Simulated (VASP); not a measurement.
A run of VASP 6.6.1 is set up as follows.

INCAR

```
SYSTEM = BN
ALGO = Normal ; EDIFF = 1E-6
ENCUT = 520 ; GGA = PE
ISIF = 2 ; ISMEAR = 0
LASPH = .TRUE. ; LCHARG = .FALSE.
LREAL = .FALSE. ; LWAVE = .FALSE.
NBANDS = 36 ; NELM = 60
PREC = Accurate ; SIGMA = 0.05
```

KPOINTS

```
k-points
0
G
  10 10 2
  0 0 0
```

Contents of POSCAR:

```
BN
1.0
   -2.5539396017      0.0000000000      0.0000000000
    1.2769698009     -2.2117765748      0.0000000000
   -0.3191147532      0.1842409887     12.6805650000
B N
6 6
Direct
    0.3142541903      0.6857458097      0.2290413333
    0.2864875236      0.7135124764      0.5623746667
    0.2587208569      0.7412791431      0.8957080000
    0.6614708569      0.3385291431      0.0623746667
    0.6337041903      0.3662958097      0.3957080000
    0.6059375236      0.3940624764      0.7290413333
    0.3246513631      0.6753486369      0.1042253333
    0.2968846964      0.7031153036      0.4375586667
    0.2691180297      0.7308819703      0.7708920000
    0.5885680297      0.4114319703      0.9375586667
    0.6441013631      0.3558986369      0.2708920000
    0.6163346964      0.3836653036      0.6042253333
```

Potentials or basis: VASP PAW PBE potentials, release 64 (B, N).

Launch:

```sh
$ cat potpaw_PBE.64/B/POTCAR potpaw_PBE.64/N/POTCAR > POTCAR
$ mpirun -np 1 vasp_std > vasp.out
```

Question: Predict the largest force.

Answer: 2.090 eV/Å.

Question: Estimate the pressure.

Answer: 0.1 GPa.

Question: Predict the band gap on the k mesh.

Answer: 5.15 eV, indirect (least direct gap 7.84 eV).

Stress tensor (GPa, compression positive):
```
-0.24  0.00  8.41
 0.00 -0.24 -4.86
 8.41 -4.86  0.92
```

Caveat: forces of over 1 eV/Å act on the atoms, so gaps and moduli don't describe the material at rest. A k mesh can miss the band edges.
